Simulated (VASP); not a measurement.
# Zr2Si3 in VASP: a series of runs

Runs on Zr2Si3. Level: PBE. Tasks: single point, relaxation of cell and atoms.

Program: VASP 6.6.1. These are calculated values, not measurements. Logs are shortened: lines on timing, memory, paths and dates and some standing lists are left out, and cuts for length are marked.

### Step 1. The cell of the first run

The typed cell holds 5 atoms: a = 5.209 Å, b = 5.158 Å, c = 5.203 Å, α = 90.00°, β = 90.00°, γ = 90.00°.

The cell was generated, and may not be a known phase.

### Step 2. Single point, PBE

Input file INCAR:

```
PREC     = Accurate       # precision mode
ENCUT    = 520            # plane-wave cutoff, eV
EDIFF    = 1E-6           # SCF threshold, eV
ISMEAR   = 0              # smearing method
SIGMA    = 0.1            # smearing width, eV
LREAL    = False          # projectors in reciprocal space
LASPH    = True           # aspherical terms in the spheres
NELM     = 100            # most SCF steps
ALGO     = Normal         # electronic algorithm
ISIF     = 2              # what is computed and relaxed
LWAVE    = False          # write WAVECAR
LCHARG   = False          # write CHGCAR
GGA      = PE             # functional
NBANDS   = 26             # bands
```

Input file KPOINTS:

```
regular mesh
0
Gamma
  4 4 4
```

Input file POSCAR:

```
Zr2Si3
1.0
    5.2091488288      0.0000000000      0.0000000000
    0.0000000000      5.1579858674      0.0000000000
    0.0000000000      0.0000000000      5.2029499995
Zr Si
2 3
Direct
    0.5000000000      0.5000000000      0.5000000000
    0.5000000000      0.0000000000      0.5000000000
    0.0000000000      0.0000000000      0.5000000000
    0.5000000000      0.0000000000      0.0000000000
    0.0000000000      0.0000000000      0.0000000000
```

Potentials or basis: VASP PAW PBE potentials, release 64 (Zr_sv, Si).

The run is started by

```console
$ cat potpaw_PBE.64/Zr_sv/POTCAR potpaw_PBE.64/Si/POTCAR > POTCAR
$ mpirun -np 1 vasp_std > vasp.out
```

OUTCAR:

```text
PREC = Accurate
   ENCUT = 520
   EDIFF = 1E-6
   ISMEAR = 0
   LREAL = False
   LASPH = True
   NELM = 100
   ISIF = 2
   GGA = PE

 ion  position               nearest neighbor table
   1  0.500  0.500  0.500-   2 2.58   2 2.58
   2  0.500  0.000  0.500-   1 2.58   1 2.58   4 2.60   4 2.60   3 2.60   3 2.60
   3  0.000  0.000  0.500-   5 2.60   5 2.60   2 2.60   2 2.60
   4  0.500  0.000  0.000-   2 2.60   2 2.60   5 2.60   5 2.60
   5  0.000  0.000  0.000-   3 2.60   3 2.60   4 2.60   4 2.60

  LATTYP: Found a simple orthorhombic cell.
 ALAT       =     5.1579858674
 B/A-ratio  =     1.0087173818
 C/A-ratio  =     1.0099191744

  Lattice vectors:

 A1 = (   0.0000000000,   5.1579858674,   0.0000000000)
 A2 = (   0.0000000000,   0.0000000000,   5.2029499995)
 A3 = (   5.2091488288,   0.0000000000,   0.0000000000)

Analysis of symmetry for initial positions (statically):
=====================================================================
 Subroutine PRICEL returns:
 Original cell was already a primitive cell.

 Routine SETGRP: Setting up the symmetry group for a
 simple orthorhombic supercell.

 Subroutine GETGRP returns: Found  8 space group operations
 (whereof  8 operations were pure point group operations)
 out of a pool of  8 trial point group operations.

The static configuration has the point symmetry D_2h.

Analysis of symmetry for dynamics (positions and initial velocities):
=====================================================================
 Subroutine PRICEL returns:
 Original cell was already a primitive cell.

 Routine SETGRP: Setting up the symmetry group for a
 simple orthorhombic supercell.

 Subroutine GETGRP returns: Found  8 space group operations
 (whereof  8 operations were pure point group operations)
 out of a pool of  8 trial point group operations.

The dynamic configuration has the point symmetry D_2h.

 Subroutine INISYM returns: Found  8 space group operations
 (whereof  8 operations are pure point group operations),
 and found     1 'primitive' translations

----------------------------------------------------------------------------------------

                                     Primitive cell

  volume of cell :     139.7966

  direct lattice vectors                    reciprocal lattice vectors
     5.209148829  0.000000000  0.000000000     0.191969942  0.000000000  0.000000000
     0.000000000  5.157985867  0.000000000     0.000000000  0.193874126  0.000000000
[... 93 lines left out ...]
   EDIFFG = 0.1E-04   stopping-criterion for IOM
   NSW    =      0    number of steps for IOM
   IBRION =     -1    ionic relax: 0-MD 1-quasi-New 2-CG
   NFREE  =      0    steps in history (QN), initial steepest desc. (CG)
   ISIF   =      2    stress and relaxation
   ISYM   =      2    0-nonsym 1-usesym 2-fastsym
   POTIM  = 0.5000    time-step for ionic-motion
   TEBEG  =    0.0;   TEEND  =   0.0 temperature during run
   PSTRESS=    0.0 pullay stress
   NELECT =      36.0000    total number of electrons
   NUPDOWN=      -1.0000    fix difference up-down
   EMIN   =  10.00;   EMAX   =-10.00  energy-range for DOS
   EFERMI =   0.00;   METHOD = LEGACY
   ISMEAR =     0;   SIGMA  =   0.10  broadening in eV -4-tet -1-fermi 0-gaus
   EFERMI_NEDOS =   21; number of points for ismear=-14 and -15
   IALGO  =     38    algorithm
   IMIX   =      4    mixing-type and parameters
     AMIX     =   0.40;   BMIX     =  1.00
     AMIX_MAG =   1.60;   BMIX_MAG =  1.00
  volume/ion in A,a.u.               =      27.96       188.68
  Fermi-wavevector in a.u.,A,eV,Ry     =   1.041542  1.968229 14.759734  1.084810
  Thomas-Fermi vector in A             =   2.176167
   LORBIT       =      0    0 simple, 1 ext, 2 COOP (PROOUT), +10 PAW based schemes
   GGA     = PE    functional components
   LHFCALC =     F    Hartree Fock is set to
   AEXX    =    0.0000 exact exchange contribution
   IVDW    =     0    specifies the selected vdW correction
   LEPSILON=     F    determine dielectric tensor
   LRPA    =     F    only Hartree local field effects (RPA)
 non-spin polarized calculation
 Gauss-broadening in eV      SIGMA  =   0.10
  energy-cutoff  :      520.00
  volume of cell :      139.80
 maximum number of plane-waves:      3792
 NGX is ok and might be reduce to    40
   NGX = 19   NGY = 19   NGZ = 19

 number of electron      35.9999998 magnetization

 Free energy of the ion-electron system (eV)
  ---------------------------------------------------
  ext. energy  EPLUGINS =         0.00000000
  ---------------------------------------------------
  free energy    TOTEN  =       -28.21727144 eV

  energy without entropy =      -28.18467857  energy(sigma->0) =      -28.20097500

 E-fermi :   4.5985     XC(G=0):  -8.8188

 val. band max:        4.5858833475   @ k =   0.2500   0.2500   0.0000
 cond. band min:       4.5989658579   @ k =   0.0000   0.5000   0.0000
 fundamental gap:      0.0130825104
 Fermi energy:         4.5985011210

 k-point     1 :       0.0000    0.0000    0.0000
  band No.  band energies     occupation
      1     -45.1192      2.00000
      2     -43.1139      2.00000
      3     -23.7369      2.00000
      4     -23.2557      2.00000
      5     -23.2556      2.00000
      6     -21.3121      2.00000
[... 685 lines left out ...]
     25       7.1700      0.00000
     26       7.1862      0.00000

 [... further k-points ...]

------------------------ aborting loop because EDIFF is reached ----------------------------------------

  FORCE on cell =-STRESS in cart. coord.  units (eV):
  Direction    XX          YY          ZZ          XY          YZ          ZX
  --------------------------------------------------------------------------------------
  -------------------------------------------------------------------------------------
  Total       -0.0608697      0.0648955      0.1106348      0.0000000      0.0000000      0.0000000
  in kB       -0.6976142      0.7437527      1.2679612      0.0000000      0.0000000      0.0000000
  external PRESSURE =       0.4380332 kB  Pullay stress =       0.0000000 kB

 VOLUME and BASIS-vectors are now :
 -----------------------------------------------------------------------------
  energy-cutoff  :      520.00
  volume of cell :      139.80
      direct lattice vectors                 reciprocal lattice vectors
     5.209148829  0.000000000  0.000000000     0.191969942  0.000000000  0.000000000
     0.000000000  5.157985867  0.000000000     0.000000000  0.193874126  0.000000000
     0.000000000  0.000000000  5.202950000     0.000000000  0.000000000  0.192198657

 POSITION                                       TOTAL-FORCE (eV/Angst)
 -----------------------------------------------------------------------------------
      2.60457      2.57899      2.60147         0.000000      0.000000      0.000000
      2.60457      0.00000      2.60147         0.000000      0.000000      0.000000
      0.00000      0.00000      2.60147         0.000000      0.000000      0.000000
      2.60457      0.00000      0.00000         0.000000      0.000000      0.000000
      0.00000      0.00000      0.00000         0.000000      0.000000      0.000000
 -----------------------------------------------------------------------------------
    total drift:                                0.000000      0.000000     -0.000000

  FREE ENERGIE OF THE ION-ELECTRON SYSTEM (eV)
  ---------------------------------------------------
  free  energy   TOTEN  =       -28.2172714370 eV

  energy  without entropy=      -28.1846785667  energy(sigma->0) =      -28.20097500
```

OSZICAR:

```text
N       E                     dE             d eps       ncg     rms          rms(c)
DAV:   1     0.265843349457E+03    0.26584E+03   -0.16874E+04  1404   0.122E+03
DAV:   2    -0.734996955480E+01   -0.27319E+03   -0.26619E+03  1712   0.316E+02
DAV:   3    -0.296415606529E+02   -0.22292E+02   -0.21868E+02  2472   0.683E+01
DAV:   4    -0.311541543549E+02   -0.15126E+01   -0.15062E+01  2040   0.165E+01
DAV:   5    -0.312235520954E+02   -0.69398E-01   -0.69377E-01  2138   0.272E+00    0.194E+01
DAV:   6    -0.285806775003E+02    0.26429E+01   -0.12647E+01  1778   0.157E+01    0.110E+01
DAV:   7    -0.284022579457E+02    0.17842E+00   -0.38744E+00  1832   0.796E+00    0.576E+00
DAV:   8    -0.282930339288E+02    0.10922E+00   -0.18320E+00  1802   0.460E+00    0.160E+00
DAV:   9    -0.282181261073E+02    0.74908E-01   -0.38114E-01  1880   0.174E+00    0.735E-01
DAV:  10    -0.282184810033E+02   -0.35490E-03   -0.49348E-02  1942   0.891E-01    0.245E-01
DAV:  11    -0.282171494245E+02    0.13316E-02   -0.58678E-03  1746   0.320E-01    0.127E-01
DAV:  12    -0.282172460078E+02   -0.96583E-04   -0.13509E-03  2028   0.163E-01    0.470E-02
DAV:  13    -0.282172858927E+02   -0.39885E-04   -0.33186E-04  1844   0.664E-02    0.284E-02
DAV:  14    -0.282172699628E+02    0.15930E-04   -0.75288E-05  1800   0.298E-02    0.547E-03
DAV:  15    -0.282172713011E+02   -0.13383E-05   -0.90120E-06  1666   0.114E-02    0.306E-03
DAV:  16    -0.282172714370E+02   -0.13587E-06   -0.50212E-07  1080   0.363E-03
   1 F= -.28217271E+02 E0= -.28200975E+02  d E =-.325929E-01
```

stdout:

```text
POSCAR found type information on POSCAR ZrSi
 POSCAR found :  2 types and       5 ions
 scaLAPACK will be used
 LDA part: xc-table for (Slater+PW92), standard interpolation
 POSCAR, INCAR and KPOINTS ok, starting setup
 FFT: planning ... GRIDC
 FFT: planning ... GRID_SOFT
 FFT: planning ... GRID
 WAVECAR not read
 entering main loop
```

Run time: 95 s. Hardware: 1 thread of Intel Xeon Platinum 8259CL at 2.50GHz (Skylake/Cascade Lake), shared host; peak memory 0.28 GiB.

Results:

```yaml
Free_energy: -28.2173 eV
Pressure: 0.0 GPa
Band_gap_on_the_k_mesh: zero (bands 18 and 19 overlap by 1.01 eV)
```

Stress tensor (GPa, compression positive):
```
-0.07  0.00  0.00
 0.00  0.07  0.00
 0.00  0.00  0.13
```

### Step 3. Single point, PBE

This run uses another cell than the first one, of 27.49 Å³/atom.

Input file INCAR:

```
ALGO = Normal
EDIFF = 1E-6
ENCUT = 520
GGA = PE
ISIF = 2
ISMEAR = 0
LASPH = T
LCHARG = T
LELF = T
LREAL = F
LVHAR = T
LWAVE = F
NBANDS = 26
NELM = 80
PREC = Accurate
SIGMA = 0.1
```

Input file KPOINTS:

```
k-points
0
Gamma
  8 8 8
```

Input file POSCAR:

```
Zr2Si3
1.0
    5.1788183247      0.0000000000      0.0000000000
    0.0000000000      5.1788183247      0.0000000000
    0.0000000000      0.0000000000      5.1256302145
Zr Si
2 3
Direct
    0.5000000000      0.5000000000      0.5000000000
    0.5000000000      0.5000000000      0.0000000000
    0.5000000000      0.0000000000      0.0000000000
    0.0000000000      0.5000000000      0.0000000000
    0.0000000000      0.0000000000      0.0000000000
```

Potentials or basis: VASP PAW PBE potentials, release 64 (Zr_sv, Si).

The run is started by

```console
$ cat potpaw_PBE.64/Zr_sv/POTCAR potpaw_PBE.64/Si/POTCAR > POTCAR
$ mpirun -np 1 vasp_std > vasp.out
```

Run time: 4.6 min. Hardware: 1 thread of Intel Xeon Platinum 8259CL at 2.50GHz (Skylake/Cascade Lake), shared host; peak memory 0.38 GiB.

The run converged. Its results:

```
Free energy            : -28.0541 eV
Pressure               : 0.0 GPa
Band gap on the k mesh : zero (bands 18 and 19 overlap by 1.05 eV)
```

Stress tensor (GPa, compression positive):
```
-0.01  0.00  0.00
 0.00 -0.01  0.00
 0.00  0.00  0.10
```

Levels at points of the mesh, in eV from the Fermi level:
```tsv
k point	band 15	band 16	band 17	band 18	band 19	band 20	band 21	band 22
(0.00, 0.00, 0.00)	-2.13	-1.87	-1.87	-0.45	-0.23	0.58	0.91	0.91
(0.50, 0.00, 0.00)	-2.13	-1.81	-0.60	-0.45	0.24	0.42	0.84	1.50
(0.50, 0.50, 0.00)	-2.09	-2.00	-0.13	0.16	1.20	1.39	1.40	1.94
(0.00, 0.00, 0.50)	-1.15	-0.21	-0.21	0.06	0.06	0.10	0.84	1.27
(0.50, 0.00, 0.50)	-2.34	-1.27	0.26	0.49	0.49	0.75	0.85	1.38
(0.50, 0.50, 0.50)	-1.82	-1.45	0.40	0.51	0.51	0.90	1.01	1.24
```

### Step 4. Relaxation of cell and atoms, PBE

Input file INCAR:

```
ALGO     = Normal         # electronic algorithm
EDIFF    = 1E-7           # SCF threshold, eV
EDIFFG   = -0.01          # ionic threshold
ENCUT    = 600            # plane-wave cutoff, eV
GGA      = PE             # functional
IBRION   = 2              # ionic algorithm
ISIF     = 3              # what is computed and relaxed
ISMEAR   = 0              # smearing method
LASPH    = True           # aspherical terms in the spheres
LCHARG   = False          # write CHGCAR
LREAL    = False          # projectors in reciprocal space
LWAVE    = False          # write WAVECAR
NELM     = 100            # most SCF steps
NSW      = 100            # ionic steps
PREC     = Accurate       # precision mode
SIGMA    = 0.1            # smearing width, eV
```

KPOINTS is that of step 3.

Changes to POSCAR since step 3:

```diff
@@ -2,5 +2,5 @@
 1.0
-    5.1788183247      0.0000000000      0.0000000000
-    0.0000000000      5.1788183247      0.0000000000
-    0.0000000000      0.0000000000      5.1256302145
+    5.2060494141      0.0000000000      0.0000000000
+    0.0000000000      5.2060494141      0.0000000000
+    0.0000000000      0.0000000000      5.1579858674
 Zr Si
```

The run is started by

```console
$ cat potpaw_PBE.64/Zr_sv/POTCAR potpaw_PBE.64/Si/POTCAR > POTCAR
$ mpirun -np 1 vasp_std > vasp.out
```

Wall time 16 min (1 thread of Intel Xeon Platinum 8259CL at 2.50GHz (Skylake/Cascade Lake), shared host); peak memory 0.44 GiB.

It converged, with:

| Property | Result |
| --- | --- |
| Free energy | -28.0546 eV |
| Relaxed volume | 27.54 Å³/atom |
| Relaxed cell | a = 5.178 Å, b = 5.178 Å, c = 5.136 Å, α = 90.00°, β = 90.00°, γ = 90.00° |
| Space group after relaxing (to 0.1 Å) | P4/mmm (No. 123) |
| Energy gained by relaxing | 1.0 meV/atom |
| Ionic steps | 4 |
| Pressure after relaxing | 0.0 GPa |
| Band gap on the k mesh | zero (bands 18 and 19 overlap by 1.05 eV) |

Step by step:
```tsv
step	energy change (eV)	largest force (eV/Å)	pressure (GPa)	volume (Å³)
1	0.0000	0.0000	-0.71	139.80
2	-0.0044	0.0000	0.17	137.30
3	-0.0047	0.0000	-0.03	137.84
4	-0.0049	0.0000	-0.01	137.69
```

Final structure:
```
Zr Si
1.0
     5.17800    0.00000    0.00000
     0.00000    5.17800    0.00000
     0.00000    0.00000    5.13554
Zr Si
2 3
Direct
  0.50000 0.50000 0.50000
  0.50000 0.50000 0.00000
  0.50000 0.00000 0.00000
  0.00000 0.50000 0.00000
  0.00000 0.00000 0.00000
```

Levels at points of the mesh, in eV from the Fermi level:
```csv
k point,band 15,band 16,band 17,band 18,band 19,band 20,band 21,band 22
"(0.00, 0.00, 0.00)",-2.13,-1.85,-1.85,-0.45,-0.24,0.57,0.91,0.91
"(0.50, 0.00, 0.00)",-2.13,-1.80,-0.60,-0.45,0.23,0.42,0.83,1.49
"(0.50, 0.50, 0.00)",-2.08,-2.00,-0.14,0.16,1.20,1.38,1.40,1.93
"(0.00, 0.00, 0.50)",-1.14,-0.21,-0.21,0.06,0.06,0.10,0.83,1.25
"(0.50, 0.00, 0.50)",-2.34,-1.27,0.26,0.48,0.48,0.75,0.85,1.36
"(0.50, 0.50, 0.50)",-1.82,-1.44,0.39,0.50,0.50,0.89,1.01,1.24
```

### Step 5. Overview

```tsv
task	cell	k mesh	cutoff (eV)	gap on the mesh (eV)	pressure (GPa)
single point	a = 5.209, b = 5.158, c = 5.203 Å, 5 atoms, atomic positions A	4 × 4 × 4	520	none	0.0
single point	a = 5.179, b = 5.179, c = 5.126 Å, 5 atoms, atomic positions B	8 × 8 × 8	520	none	0.0
relaxation of cell and atoms	relaxed from a = 5.206, b = 5.206, c = 5.158 Å, 5 atoms, atomic positions B	8 × 8 × 8	600	none	0.0
```

Alike in all rows: level PBE; potentials or basis VASP PAW PBE potentials, release 64 (Zr_sv, Si); no spin polarisation; smearing gaussian 0.1 eV.

Total energies depend on the potentials used, so only differences within one code and one set of settings carry meaning.
